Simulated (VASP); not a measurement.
# TiB (F-43m) in VASP: a series of runs, part 2 of 2

VASP 6.6.1. The steps go on from the part before.

## 4. Single point, LDA

This run uses another cell than the first one, of 9.37 Å³/atom, 1.063 times its volume.

INCAR reads:

```
SYSTEM = TiB
PREC = Accurate
ENCUT = 520
EDIFF = 1E-6
ISMEAR = -1
SIGMA = 0.1
LREAL = .False.
LASPH = .True.
NELM = 80
ALGO = Normal
ISIF = 2
LWAVE = .False.
LCHARG = .True.
LELF = .True.
LVHAR = .True.
NBANDS = 14
```

KPOINTS reads:

```
Automatic mesh
0
Gamma
  12 12 12
  0 0 0
```

POSCAR reads:

```
TiB
1.0
    0.0000000000      2.1079801177      2.1079801177
    2.1079801177      0.0000000000      2.1079801177
    2.1079801177      2.1079801177      0.0000000000
Ti B
1 1
Direct
    0.2500000000      0.2500000000      0.2500000000
    0.0000000000      0.0000000000      0.0000000000
```

Potentials or basis: VASP PAW LDA potentials, release 64 (Ti_sv, B).

The run is started by

```
$ cat potpaw_LDA.64/Ti_sv/POTCAR potpaw_LDA.64/B/POTCAR > POTCAR
$ mpirun -np 1 vasp_std > vasp.out
```

OUTCAR:

```text
SYSTEM = TiB
   PREC = Accurate
   ENCUT = 520
   EDIFF = 1E-6
   ISMEAR = -1
   LREAL = .False.
   LASPH = .True.
   NELM = 80
   ISIF = 2

 ion  position               nearest neighbor table
   1  0.250  0.250  0.250-   2 1.83   2 1.83   2 1.83   2 1.83
   2  0.000  0.000  0.000-   1 1.83   1 1.83   1 1.83   1 1.83

  LATTYP: Found a face centered cubic cell.
 ALAT       =     4.2159602354

  Lattice vectors:

 A1 = (   0.0000000000,   2.1079801177,   2.1079801177)
 A2 = (   2.1079801177,   0.0000000000,   2.1079801177)
 A3 = (   2.1079801177,   2.1079801177,   0.0000000000)

Analysis of symmetry for initial positions (statically):
=====================================================================
 Subroutine PRICEL returns:
 Original cell was already a primitive cell.

 Routine SETGRP: Setting up the symmetry group for a
 face centered cubic supercell.

 Subroutine GETGRP returns: Found 24 space group operations
 (whereof 24 operations were pure point group operations)
 out of a pool of 48 trial point group operations.

The static configuration has the point symmetry T_d .

Analysis of symmetry for dynamics (positions and initial velocities):
[... 176 lines left out ...]
      9      12.2698      0.00000
     10      12.2698      0.00000
     11      21.3616      0.00000
     12      21.7183      0.00000
     13      21.7183      0.00000
     14      21.7183      0.00000
[... 377 lines left out ...]
      1     -45.0183      2.00000
      2     -22.3270      2.00000
      3     -21.8745      2.00000
      4     -21.7676      2.00000
      5       4.0945      2.00000
      6       6.4716      2.00000
      7       7.6871      2.00000
      8       8.3910      1.99807
      9      12.6916      0.00000
     10      13.0278      0.00000
     11      14.6892      0.00000
     12      18.4189      0.00000
     13      19.0412      0.00000
     14      22.3221      0.00000

 [... further k-points ...]

------------------------ aborting loop because EDIFF is reached ----------------------------------------

  FORCE on cell =-STRESS in cart. coord.  units (eV):
  Direction    XX          YY          ZZ          XY          YZ          ZX
  --------------------------------------------------------------------------------------
  -------------------------------------------------------------------------------------
  Total       11.8946655     11.8946655     11.8946655      0.0000000     -0.0000000      0.0000000
  in kB     1017.2630974   1017.2630974   1017.2630974      0.0000000     -0.0000000      0.0000000
  external PRESSURE =    1017.2630974 kB  Pullay stress =       0.0000000 kB

 VOLUME and BASIS-vectors are now :
 -----------------------------------------------------------------------------
  energy-cutoff  :      520.00
  volume of cell :       18.73
      direct lattice vectors                 reciprocal lattice vectors
     0.000000000  2.107980118  2.107980118    -0.237193888  0.237193888  0.237193888
     2.107980118  0.000000000  2.107980118     0.237193888 -0.237193888  0.237193888
     2.107980118  2.107980118  0.000000000     0.237193888  0.237193888 -0.237193888

 POSITION                                       TOTAL-FORCE (eV/Angst)
 -----------------------------------------------------------------------------------
      1.05399      1.05399      1.05399         0.000000      0.000000     -0.000000
      0.00000      0.00000      0.00000        -0.000000     -0.000000      0.000000
 -----------------------------------------------------------------------------------
    total drift:                               -0.000001     -0.000001     -0.000001

  FREE ENERGIE OF THE ION-ELECTRON SYSTEM (eV)
  ---------------------------------------------------
  free  energy   TOTEN  =       -12.1422399356 eV

  energy  without entropy=      -12.1109903628  energy(sigma->0) =      -12.12661515
```

OSZICAR:

```text
N       E                     dE             d eps       ncg     rms          rms(c)
DAV:   1     0.122931822319E+03    0.12293E+03   -0.78976E+03  2016   0.130E+03
DAV:   2    -0.543379946752E+01   -0.12837E+03   -0.12175E+03  2094   0.336E+02
DAV:   3    -0.144749462674E+02   -0.90411E+01   -0.87749E+01  2922   0.851E+01
DAV:   4    -0.150193312560E+02   -0.54438E+00   -0.54339E+00  2406   0.152E+01
DAV:   5    -0.150290521792E+02   -0.97209E-02   -0.97206E-02  2666   0.192E+00    0.238E+01
DAV:   6    -0.120479362089E+02    0.29811E+01   -0.64489E+00  2852   0.399E+01    0.553E+00
DAV:   7    -0.120869297495E+02   -0.38994E-01   -0.77461E-01  2046   0.996E+00    0.493E+00
DAV:   8    -0.121350520804E+02   -0.48122E-01   -0.12189E-01  2978   0.286E+00    0.114E+00
DAV:   9    -0.121423400946E+02   -0.72880E-02   -0.13868E-02  2040   0.112E+00    0.205E-01
DAV:  10    -0.121422954067E+02    0.44688E-04   -0.24997E-03  2496   0.498E-01    0.185E-01
DAV:  11    -0.121422368747E+02    0.58532E-04   -0.41868E-04  2040   0.213E-01    0.104E-01
DAV:  12    -0.121422397288E+02   -0.28541E-05   -0.72313E-05  2556   0.995E-02    0.516E-03
DAV:  13    -0.121422399356E+02   -0.20686E-06   -0.75346E-06  2060   0.212E-02
   1 F= -.12142240E+02 E0= -.12126615E+02  d E =-.312496E-01
```

stdout:

```text
POSCAR found type information on POSCAR TiB
 POSCAR found :  2 types and       2 ions
 scaLAPACK will be used
 LDA part: xc-table for (Slater(with rela. corr.)+CA(PZ))
 , standard interpolation
 POSCAR, INCAR and KPOINTS ok, starting setup
 FFT: planning ... GRIDC
 FFT: planning ... GRID_SOFT
 FFT: planning ... GRID
 WAVECAR not read
 entering main loop
```

Wall time 11 s (1 thread of Intel Xeon Platinum 8488C (Sapphire Rapids), shared host); peak memory 0.14 GiB.

Results:

```yaml
Free_energy: -12.1422 eV
Pressure: 101.7 GPa
```

## 5. Single point, LDA

This run uses another cell than the first one, of 9.65 Å³/atom, 1.095 times its volume.

INCAR reads:

```
SYSTEM = TiB
  ALGO = Normal
  EDIFF = 1E-7
  ENCUT = 520
  ISIF = 2
  ISMEAR = -1
  LASPH = .True.
  LCHARG = .False.
  LREAL = .False.
  LWAVE = .False.
  NBANDS = 14
  NELM = 80
  PREC = Accurate
  SIGMA = 0.1
```

KPOINTS reads:

```
k-points
0
Gamma
  12 12 12
  0 0 0
```

POSCAR reads:

```
TiB
1.0
    0.0000000000      2.1286479074      2.1286479074
    2.1286479074      0.0000000000      2.1286479074
    2.1286479074      2.1286479074      0.0000000000
Ti B
1 1
Direct
    0.2500000000      0.2500000000      0.2500000000
    0.0000000000      0.0000000000      0.0000000000
```

The run is started by

```
$ cat potpaw_LDA.64/Ti_sv/POTCAR potpaw_LDA.64/B/POTCAR > POTCAR
$ mpirun -np 1 vasp_std > vasp.out
```

It took 12 s on 1 thread of Intel Xeon Platinum 8488C (Sapphire Rapids), shared host; peak memory 0.14 GiB.

The run converged. Its results:

```yaml
Free_energy: -12.4754 eV
Pressure: 90.2 GPa
```

Levels at points of the mesh, in eV from the Fermi level:
```
           k point  band 6  band 7  band 8  band 9  band 10  band 11
(0.00, 0.00, 0.00)   -1.84   -1.84   -1.84    3.12     3.12    12.00
(0.50, 0.00, 0.00)   -2.45   -1.18   -1.18    3.99     3.99     5.64
(0.50, 0.50, 0.00)   -4.17    1.01    1.80    1.80     4.50     5.89
```

## 6. Single point, LDA

This run uses another cell than the first one, of 9.92 Å³/atom, 1.126 times its volume.

INCAR reads:

```
  PREC = Accurate
  ENCUT = 520
  EDIFF = 1E-6
  ISMEAR = -1
  SIGMA = 0.1
  LREAL = False
  LASPH = True
  NELM = 60
  ALGO = Normal
  ISIF = 2
  LWAVE = False
  LCHARG = False
  GGA = CA
  NBANDS = 14
```

KPOINTS reads:

```
regular mesh
0
Gamma
  12 12 12
```

POSCAR reads:

```
TiB
1.0
    0.0000000000      2.1489219648      2.1489219648
    2.1489219648      0.0000000000      2.1489219648
    2.1489219648      2.1489219648      0.0000000000
Ti B
1 1
Direct
    0.2500000000      0.2500000000      0.2500000000
    0.0000000000      0.0000000000      0.0000000000
```

Potentials or basis: VASP PAW LDA potentials, release 64 (Ti_sv, B).

The run is started by

```
$ cat potpaw_LDA.64/Ti_sv/POTCAR potpaw_LDA.64/B/POTCAR > POTCAR
$ mpirun -np 1 vasp_std > vasp.out
```

Wall time 10 s (1 thread of Intel Xeon Platinum 8488C (Sapphire Rapids), shared host); peak memory 0.14 GiB.

Results (log left out):

| Quantity | Value |
| --- | --- |
| Free energy | -12.7709 eV |
| Pressure | 80.0 GPa |

Levels at points of the mesh, in eV from the Fermi level:
```tsv
k point	band 6	band 7	band 8	band 9	band 10	band 11
(0.00, 0.00, 0.00)	-1.77	-1.77	-1.77	3.05	3.05	11.73
(0.50, 0.00, 0.00)	-2.48	-1.12	-1.12	3.89	3.89	5.45
(0.50, 0.50, 0.00)	-4.19	0.95	1.72	1.72	4.38	5.73
```

## 7. The runs side by side

```tsv
cell	gap on the mesh (eV)	pressure (GPa)
a = 2.921 Å, angles 60.0°, 2 atoms	none	128.4
a = 2.951 Å, angles 60.0°, 2 atoms	none	114.4
a = 2.981 Å, angles 60.0°, 2 atoms	none	101.7
a = 3.010 Å, angles 60.0°, 2 atoms	none	90.2
a = 3.039 Å, angles 60.0°, 2 atoms	none	80.0
```

Alike in all rows: task single point; level LDA; potentials or basis VASP PAW LDA potentials, release 64 (Ti_sv, B); no spin polarisation; k mesh 12 × 12 × 12; cutoff (eV) 520; smearing fermi-dirac 0.1 eV.

Total energies depend on the potentials used, so only differences within one code and one set of settings carry meaning.
